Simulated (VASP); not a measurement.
# LiF (R-3m) in VASP: notebook

LiF is run at these levels: LDA; tasks: single point.

Program: VASP 6.6.1. These are calculated values, not measurements. Logs are shortened: lines on timing, memory, paths and dates and some standing lists are left out, and cuts for length are marked.

**1. The cell of the first run**

It takes space group R-3m (No. 166, trigonal). The conventional cell has a = 2.877 Å, b = 2.877 Å, c = 6.837 Å, α = 90.00°, β = 90.00°, γ = 120.00°. Within 2.7 Å of Li (site symmetry -3m) lie 6 F at 2.01 Å. Within 2.7 Å of F (site symmetry -3m) lie 6 Li at 2.01 Å.

**2. Single point, LDA (equal xy, yz and zx shear strains of -2 %)**

Contents of INCAR:

```
ALGO     = Normal         # electronic algorithm
EDIFF    = 1E-7           # SCF threshold, eV
ENCUT    = 520            # plane-wave cutoff, eV
ISIF     = 2              # what is computed and relaxed
ISMEAR   = -1             # smearing method
LASPH    = True           # aspherical terms in the spheres
LCHARG   = True           # write CHGCAR
LELF     = True           # ELF
LREAL    = False          # projectors in reciprocal space
LVHAR    = True         
LWAVE    = False          # write WAVECAR
NBANDS   = 12             # bands
NELM     = 100            # most SCF steps
PREC     = Accurate       # precision mode
SIGMA    = 0.03           # smearing width, eV
```

Contents of KPOINTS:

```
k-points
0
Gamma
  10 10 10
```

Contents of POSCAR:

```
LiF
1.0
   -0.0402800000      1.9938600000      1.9938600000
    1.9938600000     -0.0402800000      1.9938600000
    1.9938600000      1.9938600000     -0.0402800000
Li F
1 1
Direct
    0.0000000000      0.0000000000      0.0000000000
    0.5000000000      0.5000000000      0.5000000000
```

Potentials or basis: VASP PAW LDA potentials, release 64 (Li_sv, F).

Launch:

```bash
$ cat potpaw_LDA.64/Li_sv/POTCAR potpaw_LDA.64/F/POTCAR > POTCAR
$ mpirun -np 1 vasp_std > vasp.out
```

OUTCAR:

```text
EDIFF = 1E-7
   ENCUT = 520
   ISIF = 2
   ISMEAR = -1
   LASPH = True
   LREAL = False
   NELM = 100
   PREC = Accurate

 ion  position               nearest neighbor table
   1  0.000  0.000  0.000-   2 2.01   2 2.01   2 2.01   2 2.01   2 2.01   2 2.01
   2  0.500  0.500  0.500-   1 2.01   1 2.01   1 2.01   1 2.01   1 2.01   1 2.01

  LATTYP: Found a trigonal (rhomboedric) cell.
 ALAT       =     2.8200315384
 COS(alpha) =     0.4797000918

  Lattice vectors:

 A1 = (  -0.0402800000,   1.9938600000,   1.9938600000)
 A2 = (   1.9938600000,  -0.0402800000,   1.9938600000)
 A3 = (   1.9938600000,   1.9938600000,  -0.0402800000)

Analysis of symmetry for initial positions (statically):
=====================================================================
 Subroutine PRICEL returns:
 Original cell was already a primitive cell.

 Routine SETGRP: Setting up the symmetry group for a
 trigonal (rhombohedral) supercell.

 Subroutine GETGRP returns: Found 12 space group operations
 (whereof 12 operations were pure point group operations)
 out of a pool of 12 trial point group operations.

The static configuration has the point symmetry D_3d.

Analysis of symmetry for dynamics (positions and initial velocities):
=====================================================================
 Subroutine PRICEL returns:
 Original cell was already a primitive cell.

 Routine SETGRP: Setting up the symmetry group for a
 trigonal (rhombohedral) supercell.

 Subroutine GETGRP returns: Found 12 space group operations
 (whereof 12 operations were pure point group operations)
 out of a pool of 12 trial point group operations.

The dynamic configuration has the point symmetry D_3d.

 Subroutine INISYM returns: Found 12 space group operations
 (whereof 12 operations are pure point group operations),
 and found     1 'primitive' translations

----------------------------------------------------------------------------------------

                                     Primitive cell

  volume of cell :      16.3334

  direct lattice vectors                    reciprocal lattice vectors
    -0.040280000  1.993860000  1.993860000    -0.243295918  0.248312329  0.248312329
     1.993860000 -0.040280000  1.993860000     0.248312329 -0.243295918  0.248312329
     1.993860000  1.993860000 -0.040280000     0.248312329  0.248312329 -0.243295918

  length of vectors
     2.820031538  2.820031538  2.820031538     0.427212979  0.427212979  0.427212979

  position of ions in fractional coordinates (direct lattice)
     0.000000000  0.000000000  0.000000000
     0.500000000  0.500000000  0.500000000

  ion indices of the primitive-cell ions
   primitive index   ion index
                 1           1
                 2           2

----------------------------------------------------------------------------------------

 KPOINTS: k-points

Automatic generation of k-mesh.
 Grid dimensions read from file:
 generate k-points for:   10   10   10

 Generating k-lattice:

  Cartesian coordinates                     Fractional coordinates (reciprocal lattice)
    -0.024329592  0.024831233  0.024831233     0.100000000  0.000000000  0.000000000
     0.024831233 -0.024329592  0.024831233     0.000000000  0.100000000  0.000000000
     0.024831233  0.024831233 -0.024329592     0.000000000  0.000000000  0.100000000

  Length of vectors
     0.042721298  0.042721298  0.042721298

  Shift w.r.t. Gamma in fractional coordinates (k-lattice)
     0.000000000  0.000000000  0.000000000

 Subroutine IBZKPT returns following result:
 ===========================================

 Found    116 irreducible k-points:

 Following reciprocal coordinates:
            Coordinates               Weight
  0.000000  0.000000  0.000000      1.000000
  0.100000 -0.000000 -0.000000      6.000000
  0.200000 -0.000000 -0.000000      6.000000
  0.300000  0.000000 -0.000000      6.000000
  0.400000  0.000000 -0.000000      6.000000
  0.500000  0.000000 -0.000000      3.000000
[... 16 lines left out ...]
  0.300000  0.300000 -0.000000      6.000000
  0.400000  0.300000  0.000000     12.000000
 [... further k-points ...]
   k-points           NKPTS =    116   k-points in BZ     NKDIM =    116   number of bands    NBANDS=     12
   number of dos      NEDOS =    301   number of ions     NIONS =      2
   total plane-waves  NPLWV =  13824
   dimension x,y,z NGX =    24 NGY =   24 NGZ =   24
   dimension x,y,z NGXF=    48 NGYF=   48 NGZF=   48
   ions per type =               1   1
   NGX,Y,Z   is equivalent  to a cutoff of  14.15, 14.15, 14.15 a.u.
   NGXF,Y,Z  is equivalent  to a cutoff of  28.30, 28.30, 28.30 a.u.
 SYSTEM =  unknown system
   PREC   = accura    normal or accurate (medium, high low for compatibility)
   ISTART =      0    job   : 0-new  1-cont  2-samecut
   ICHARG =      2    charge: 1-file 2-atom 10-const
   ISPIN  =      1    spin polarized calculation?
   LNONCOLLINEAR =      F non collinear calculations
   LSORBIT =      F    spin-orbit coupling
   LASPH  =      T    aspherical Exc in radial PAW
   ENCUT  =  520.0 eV  38.22 Ry    6.18 a.u.   5.24  5.24  5.24*2*pi/ulx,y,z
   NELM   =    100;   NELMIN=  2; NELMDL= -5     # of ELM steps
   EDIFF  = 0.1E-06   stopping-criterion for ELM
   LREAL  =      F    real-space projection
   EDIFFG = 0.1E-05   stopping-criterion for IOM
   NSW    =      0    number of steps for IOM
   IBRION =     -1    ionic relax: 0-MD 1-quasi-New 2-CG
   NFREE  =      0    steps in history (QN), initial steepest desc. (CG)
   ISIF   =      2    stress and relaxation
   ISYM   =      2    0-nonsym 1-usesym 2-fastsym
   POTIM  = 0.5000    time-step for ionic-motion
   TEBEG  =    0.0;   TEEND  =   0.0 temperature during run
   PSTRESS=    0.0 pullay stress
   NELECT =      10.0000    total number of electrons
   NUPDOWN=      -1.0000    fix difference up-down
   EMIN   =  10.00;   EMAX   =-10.00  energy-range for DOS
   EFERMI =   0.00;   METHOD = LEGACY
   ISMEAR =    -1;   SIGMA  =   0.03  broadening in eV -4-tet -1-fermi 0-gaus
   EFERMI_NEDOS =   21; number of points for ismear=-14 and -15
   IALGO  =     38    algorithm
   IMIX   =      4    mixing-type and parameters
     AMIX     =   0.40;   BMIX     =  1.00
     AMIX_MAG =   1.60;   BMIX_MAG =  1.00
  volume/ion in A,a.u.               =       8.17        55.11
  Fermi-wavevector in a.u.,A,eV,Ry     =   1.390110  2.626927 26.291968  1.932405
  Thomas-Fermi vector in A             =   2.514076
   LORBIT       =      0    0 simple, 1 ext, 2 COOP (PROOUT), +10 PAW based schemes
   GGA     = CA    functional components
   LHFCALC =     F    Hartree Fock is set to
   AEXX    =    0.0000 exact exchange contribution
   IVDW    =     0    specifies the selected vdW correction
   LEPSILON=     F    determine dielectric tensor
   LRPA    =     F    only Hartree local field effects (RPA)
 non-spin polarized calculation
  energy-cutoff  :      520.00
  volume of cell :       16.33
 maximum number of plane-waves:       455
 NGX is ok and might be reduce to    24
   NGX = 11   NGY = 11   NGZ = 11

 number of electron      10.0000000 magnetization

 number of electron       9.9999996 magnetization

 Free energy of the ion-electron system (eV)
  ---------------------------------------------------
  ext. energy  EPLUGINS =         0.00000000
  ---------------------------------------------------
  free energy    TOTEN  =       -10.46840506 eV

  energy without entropy =      -10.46840506  energy(sigma->0) =      -10.46840506

 E-fermi :  -0.5462     XC(G=0): -10.6714

 val. band max:       -1.1877937204   @ k =   0.0000   0.0000   0.0000
 cond. band min:       7.5396019041   @ k =   0.0000   0.0000   0.0000
 fundamental gap:      8.7273956245
 Fermi energy:        -0.5462199884

 k-point     1 :       0.0000    0.0000    0.0000
  band No.  band energies     occupation
      1     -41.0512      2.00000
      2     -20.8635      2.00000
      3      -1.3457      2.00000
      4      -1.3457      2.00000
      5      -1.1878      2.00000
      6       7.5396      0.00000
      7      22.0481      0.00000
      8      22.0481      0.00000
      9      22.2790      0.00000
     10      22.2790      0.00000
     11      22.3487      0.00000
     12      23.3187      0.00000

 k-point     2 :       0.1000   -0.0000   -0.0000
  band No.  band energies     occupation
      1     -41.0447      2.00000
      2     -20.8247      2.00000
      3      -1.6242      2.00000
      4      -1.3652      2.00000
      5      -1.2263      2.00000
      6       7.8240      0.00000
      7      19.3565      0.00000
      8      20.8103      0.00000
      9      21.2093      0.00000
     10      23.3217      0.00000
     11      23.7149      0.00000
     12      24.1366      0.00000

 k-point     3 :       0.2000   -0.0000   -0.0000
  band No.  band energies     occupation
      1     -41.0279      2.00000
      2     -20.7212      2.00000
      3      -2.3201      2.00000
      4      -1.4150      2.00000
      5      -1.2937      2.00000
      6       8.4478      0.00000
      7      16.9560      0.00000
      8      19.3660      0.00000
      9      19.7361      0.00000
     10      24.6352      0.00000
     11      24.6827      0.00000
     12      25.5331      0.00000

 k-point     4 :       0.3000    0.0000   -0.0000
  band No.  band energies     occupation
      1     -41.0070      2.00000
      2     -20.5873      2.00000
      3      -3.0943      2.00000
      4      -1.4741      2.00000
      5      -1.3700      2.00000
      6       8.9592      0.00000
      7      15.5347      0.00000
      8      18.1462      0.00000
      9      18.5055      0.00000
     10      26.0400      0.00000
     11      26.2925      0.00000
     12      27.2095      0.00000

 k-point     5 :       0.4000    0.0000   -0.0000
  band No.  band energies     occupation
      1     -40.9901      2.00000
      2     -20.4740      2.00000
      3      -3.6717      2.00000
      4      -1.5201      2.00000
      5      -1.4294      2.00000
      6       9.1154      0.00000
      7      15.0387      0.00000
      8      17.3536      0.00000
      9      17.7136      0.00000
     10      27.6326      0.00000
     11      28.0230      0.00000
     12      28.9024      0.00000
[... 228 lines left out ...]
      1     -40.9849      2.00000
      2     -20.4040      2.00000
      3      -3.3410      2.00000
      4      -2.4977      2.00000
      5      -1.4893      2.00000
      6      10.3137      0.00000
      7      14.1298      0.00000
      8      17.6715      0.00000
      9      17.8683      0.00000
     10      27.0543      0.00000
     11      27.6851      0.00000
     12      27.8558      0.00000

 k-point    22 :      -0.2000    0.2000    0.0000
  band No.  band energies     occupation
      1     -41.0007      2.00000
      2     -20.5285      2.00000
      3      -2.9197      2.00000
      4      -2.2122      2.00000
      5      -1.3554      2.00000
      6       9.6742      0.00000
      7      14.8630      0.00000
      8      18.0771      0.00000
      9      18.4051      0.00000
     10      25.8242      0.00000
     11      26.0795      0.00000
     12      28.4281      0.00000

 k-point    23 :       0.3000    0.3000   -0.0000
  band No.  band energies     occupation
      1     -40.9931      2.00000
      2     -20.4259      2.00000
      3      -3.2556      2.00000
      4      -2.0581      2.00000
      5      -1.8976      2.00000
      6      10.6482      0.00000
      7      16.1704      0.00000
      8      17.3615      0.00000
      9      18.4480      0.00000
     10      18.8569      0.00000
     11      32.7631      0.00000
     12      32.8895      0.00000

 k-point    24 :       0.4000    0.3000    0.0000
  band No.  band energies     occupation
      1     -40.9805      2.00000
      2     -20.3108      2.00000
      3      -3.6933      2.00000
      4      -2.2667      2.00000
      5      -1.9955      2.00000
      6      11.4444      0.00000
      7      15.0497      0.00000
      8      16.8265      0.00000
      9      18.5942      0.00000
     10      19.3024      0.00000
     11      32.2436      0.00000
     12      33.3040      0.00000

 [... further k-points ...]
[... 5 lines left out ...]
  --------------------------------------------------------------------------------------
  -------------------------------------------------------------------------------------
  Total       -0.6823477     -0.6823477     -0.6823477      0.1185440      0.1185440      0.1185440
  in kB      -66.9328164    -66.9328164    -66.9328164     11.6282092     11.6282092     11.6282092
  external PRESSURE =     -66.9328164 kB  Pullay stress =       0.0000000 kB

 VOLUME and BASIS-vectors are now :
 -----------------------------------------------------------------------------
  energy-cutoff  :      520.00
  volume of cell :       16.33
      direct lattice vectors                 reciprocal lattice vectors
    -0.040280000  1.993860000  1.993860000    -0.243295918  0.248312329  0.248312329
     1.993860000 -0.040280000  1.993860000     0.248312329 -0.243295918  0.248312329
     1.993860000  1.993860000 -0.040280000     0.248312329  0.248312329 -0.243295918

 POSITION                                       TOTAL-FORCE (eV/Angst)
 -----------------------------------------------------------------------------------
      0.00000      0.00000      0.00000         0.000000      0.000000      0.000000
      1.97372      1.97372      1.97372        -0.000000     -0.000000     -0.000000
 -----------------------------------------------------------------------------------
    total drift:                               -0.000000     -0.000000      0.000000

  FREE ENERGIE OF THE ION-ELECTRON SYSTEM (eV)
  ---------------------------------------------------
  free  energy   TOTEN  =       -10.4684050602 eV

  energy  without entropy=      -10.4684050602  energy(sigma->0) =      -10.46840506
```

Wall time 19 s (1 thread of AMD EPYC 7R13 (Zen 3), shared host); peak memory 0.1 GiB.

What came out:

- Free energy: -10.4684 eV
- Band gap on the k mesh: 8.73 eV, direct

Caveat: the cell differs from its parent crystal (equal xy, yz and zx shear strains of -2 %); the cutoff is under 1.25 times the usual one of these potentials, so pressure, stress and relaxed cells hold a basis-set (Pulay) error. A k mesh can miss the band edges.

**3. Single point, LDA (equal xy, yz and zx shear strains of +1 %)**

Contents of INCAR:

```
SYSTEM = LiF
  PREC = Accurate
  ENCUT = 520
  EDIFF = 1E-6
  ISMEAR = -1
  SIGMA = 0.03
  LREAL = .False.
  LASPH = .True.
  NELM = 60
  ALGO = Normal
  ISIF = 2
  LWAVE = .False.
  LCHARG = .False.
  GGA = CA
  NBANDS = 12
```

Contents of KPOINTS:

```
Automatic mesh
0
Gamma
  10 10 10
  0 0 0
```

Contents of POSCAR:

```
LiF
1.0
    0.0201400000      2.0240700000      2.0240700000
    2.0240700000      0.0201400000      2.0240700000
    2.0240700000      2.0240700000      0.0201400000
Li F
1 1
Direct
    0.0000000000      0.0000000000      0.0000000000
    0.5000000000      0.5000000000      0.5000000000
```

Potentials or basis: VASP PAW LDA potentials, release 64 (Li_sv, F).

Launch:

```bash
$ cat potpaw_LDA.64/Li_sv/POTCAR potpaw_LDA.64/F/POTCAR > POTCAR
$ mpirun -np 1 vasp_std > vasp.out
```

Wall time 18 s (1 thread of AMD EPYC 7R13 (Zen 3), shared host); peak memory 0.1 GiB.

It converged, with:

- Free energy: -10.4710 eV
- Band gap on the k mesh: 8.81 eV, direct

Levels at points of the mesh, in eV from the valence-band top:
```csv
k point,band 1,band 2,band 3,band 4,band 5,band 6,band 7,band 8,band 9,band 10
"(0.00, 0.00, 0.00)",-39.78,-19.60,-0.08,0.00,0.00,8.81,23.30,23.49,23.49,23.55
"(0.50, 0.00, 0.00)",-39.71,-19.14,-2.60,-0.30,-0.25,10.32,16.40,18.24,18.41,29.83
"(0.50, 0.50, 0.00)",-39.69,-18.86,-3.14,-1.10,-1.01,14.38,16.00,17.11,19.64,19.82
"(0.50, 0.50, 0.50)",-39.71,-19.17,-2.62,-0.22,-0.22,10.40,16.19,18.58,18.58,29.99
```

Caveat: the cell differs from its parent crystal (equal xy, yz and zx shear strains of +1 %); the cutoff is under 1.25 times the usual one of these potentials, so pressure, stress and relaxed cells hold a basis-set (Pulay) error. A k mesh can miss the band edges.

**4. Single point, LDA (equal xy, yz and zx shear strains of +3 %)**

Contents of INCAR:

```
SYSTEM = LiF
  PREC = Accurate
  ENCUT = 520
  EDIFF = 1E-6
  ISMEAR = -1
  SIGMA = 0.03
  LREAL = .FALSE.
  LASPH = .TRUE.
  NELM = 60
  ALGO = Normal
  ISIF = 2
  LWAVE = .FALSE.
  LCHARG = .TRUE.
  LELF = .TRUE.
  LVHAR = .TRUE.
  NBANDS = 12
```

Contents of KPOINTS:

```
Automatic mesh
0
G
  10 10 10
  0 0 0
```

Contents of POSCAR:

```
LiF
1.0
    0.0604200000      2.0442100000      2.0442100000
    2.0442100000      0.0604200000      2.0442100000
    2.0442100000      2.0442100000      0.0604200000
Li F
1 1
Direct
    0.0000000000      0.0000000000      0.0000000000
    0.5000000000      0.5000000000      0.5000000000
```

Launch:

```bash
$ cat potpaw_LDA.64/Li_sv/POTCAR potpaw_LDA.64/F/POTCAR > POTCAR
$ mpirun -np 1 vasp_std > vasp.out
```

It took 17 s on 1 thread of AMD EPYC 7R13 (Zen 3), shared host; peak memory 0.1 GiB.

The run converged. Its results:

```
Free energy            : -10.4637 eV
Band gap on the k mesh : 8.74 eV, direct
```

Levels at points of the mesh, in eV from the valence-band top:
```
           k point  band 1  band 2  band 3  band 4  band 5  band 6  band 7  band 8  band 9  band 10
(0.00, 0.00, 0.00)  -39.85  -19.66   -0.26    0.00    0.00    8.74   22.87   22.91   23.56    23.56
(0.50, 0.00, 0.00)  -39.78  -19.18   -2.66   -0.43   -0.29   10.21   16.45   17.91   18.41    29.71
(0.50, 0.50, 0.00)  -39.76  -18.92   -3.21   -1.25   -0.98   14.30   15.90   17.10   19.43    19.94
(0.50, 0.50, 0.50)  -39.79  -19.29   -2.71   -0.19   -0.19   10.47   15.81   18.91   18.91    30.17
```

Caveat: the cell differs from its parent crystal (equal xy, yz and zx shear strains of +3 %); the cutoff is under 1.25 times the usual one of these potentials, so pressure, stress and relaxed cells hold a basis-set (Pulay) error. A k mesh can miss the band edges.

**5. The runs side by side**

```tsv
cell	gap on the mesh (eV)
a = 2.820 Å, angles 61.3°, 2 atoms	8.73
a = 2.863 Å, angles 59.3°, 2 atoms	8.81
a = 2.892 Å, angles 58.0°, 2 atoms	8.74
```

Alike in all rows: task single point; level LDA; potentials or basis VASP PAW LDA potentials, release 64 (Li_sv, F); no spin polarisation; k mesh 10 × 10 × 10; cutoff (eV) 520; smearing fermi-dirac 0.03 eV.

Caveats: the cutoff is under 1.25 times the usual one of these potentials, so pressure, stress and relaxed cells hold a basis-set (Pulay) error.

Total energies depend on the potentials used, so only differences within one code and one set of settings carry meaning.
